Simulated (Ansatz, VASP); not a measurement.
**NiO: VASP beside Ansatz**

```
CELL_PARAMETERS angstrom
0.00000 2.10818 2.10818
2.10818 0.00000 2.10818
2.10818 2.10818 0.00000
ATOMIC_POSITIONS crystal
Ni 0.00000 0.00000 0.00000
O 0.50000 0.50000 0.50000
```

Alike in both runs: functional PBE; k mesh 18 × 18 × 18; occupations gaussian, width 0.1 eV; collinear spin.

Ansatz relaxed the structure, and its values are those at the end. VASP's run is a single point on that final structure, the one shown.

```csv
,VASP,Ansatz
version,VASP 6.6.1,Ansatz 0.2.0
potentials or method,"VASP PAW PBE potentials, release 64 (Ni, O), cutoff 520 eV","scalar-relativistic, plane waves, PAW"
valence electrons in the cell,16,24
```

VASP gave:

| Item | Value |
| --- | --- |
| gap on the k mesh at the Fermi level (eV) | none |
| pressure (GPa) | -0.6 |
| net moment per atom (μB) | 0.88 |
| size of the moment on the site where the two differ most (μB) | 0.27 |

Problem. Estimate Ansatz's values.

Solution. gap on the k mesh at the Fermi level (eV): none; pressure (GPa): 0.0; net moment per atom (μB): 0.90; size of the moment on the site where the two differ most (μB): 0.29.

Site moments also hang on the region over which each program counts them. A gap of «none» marks a metal or a gap that the smearing closes. VASP's potentials hold 16 valence electrons a cell and Ansatz's 24, so a difference there can come from the potentials and not from the codes.
